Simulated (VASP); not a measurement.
## P2Rh2W: single point with r2SCAN+U

P2Rh2W:

```
W Rh P
1.0
     0.00000    3.59159    0.00000
     3.59159    0.00000    0.00000
     1.79579    1.79579   -6.00416
W Rh P
1 2 2
Direct
  0.00000 0.00000 0.00000
  0.75000 0.25000 0.50000
  0.25000 0.75000 0.50000
  0.36000 0.36000 0.28000
  0.64000 0.64000 0.72000
```

| Item | Value |
| --- | --- |
| Program | VASP 6.6.1 |
| Task | single point |
| Functional | r2SCAN |
| Potentials or basis | VASP PAW PBE potentials, release 64 (W_sv, Rh_pv, P) |
| Cutoff | 520 eV |
| k mesh | 7 × 7 × 7 |
| Occupations | gaussian, width 0.0137 eV |
| Spin | no spin polarisation |
| Hubbard terms | Rh d U = 3.86 eV, J = 0.7 eV |

```
Pressure               : 4.0 GPa
Largest force          : 4.132 eV/Å
Band gap on the k mesh : zero (bands 27 and 28 overlap by 0.93 eV)
```

Forces in eV/Å, atoms in the order of the input:
```
W    0.000  0.000  0.000
Rh   0.000  0.000  0.000
Rh   0.000  0.000  0.000
P    0.000  0.000  4.132
P    0.000  0.000 -4.132
```

Stress tensor (GPa, compression positive):
```
 9.82  0.00  0.00
 0.00  9.82  0.00
 0.00  0.00 -7.69
```

Levels at points of the mesh, in eV from the Fermi level:
```
           k point  band 24  band 25  band 26  band 27  band 28  band 29  band 30  band 31
(0.00, 0.00, 0.00)    -1.47    -1.28    -0.09     0.72     1.10     2.21     2.21     2.38
```

Eigenvalues of the final occupation matrices:
```csv
site,spin,trace,eigenvalues
site 2 d,1,3.87,0.72 0.76 0.76 0.81 0.81
site 2 d,2,3.87,0.72 0.76 0.76 0.81 0.81
site 3 d,1,3.87,0.72 0.76 0.76 0.81 0.81
site 3 d,2,3.87,0.72 0.76 0.76 0.81 0.81
```

It took 7.6 min on 1 thread of Intel(R) Xeon(R) Platinum 8259CL CPU @ 2.50GHz (Skylake/Cascade Lake), with other jobs on the host, peak memory 0.26 GiB.

Caveat: the cell stands under pressure; the PAW data sets were made with another functional, which shifts forces and pressure a little; spin-orbit coupling is left out, which moves the levels of the heavy elements; U without spin polarisation on a metal has little footing; the U is typed as a test and isn't derived for this compound.
